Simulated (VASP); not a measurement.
Here is a VASP 6.6.1 calculation.

The input INCAR:

```
SYSTEM = Na3Rh
PREC = Accurate
ENCUT = 600
EDIFF = 1E-7
ISMEAR = 0
SIGMA = 0.1
LREAL = .FALSE.
LASPH = .TRUE.
NELM = 80
ALGO = Normal
ISIF = 3
LWAVE = .FALSE.
LCHARG = .FALSE.
GGA = PE
IBRION = 2
NSW = 90
EDIFFG = -0.04
```

Contents of KPOINTS:

```
Automatic mesh
0
G
  4 4 4
  0 0 0
```

Contents of POSCAR:

```
Na3Rh
1.0
    4.1682440746      0.0000000000      0.0000000000
    0.0000000000      4.1682440746      0.0000000000
    0.0000000000      0.0000000000      4.1254003433
Na Rh
3 1
Direct
    0.0000000000      0.5000000000      0.5000000000
    0.5000000000      0.0000000000      0.5000000000
    0.5000000000      0.5000000000      0.0000000000
    0.0000000000      0.0000000000      0.0000000000
```

Potentials or basis: VASP PAW PBE potentials, release 64 (Na_pv, Rh_pv).

The run is started by

```console
$ cat potpaw_PBE.64/Na_pv/POTCAR potpaw_PBE.64/Rh_pv/POTCAR > POTCAR
$ mpirun -np 1 vasp_std > vasp.out
```

(1) What does it give for the band gap on the k mesh?

(2) Predict the space group after relaxing (to 0.05 Å).

(3) Predict the relaxed cell.

## Answers

(1) zero (band 18 reaches 3.35 eV, above the bottom of band 19 at 2.21 eV).

(2) P4/mmm (No. 123).

(3) a = 4.507 Å, b = 4.507 Å, c = 4.452 Å, α = 90.00°, β = 90.00°, γ = 90.00°.

Caveat: the k points lie up to 0.35 Å⁻¹ apart in the final cell.
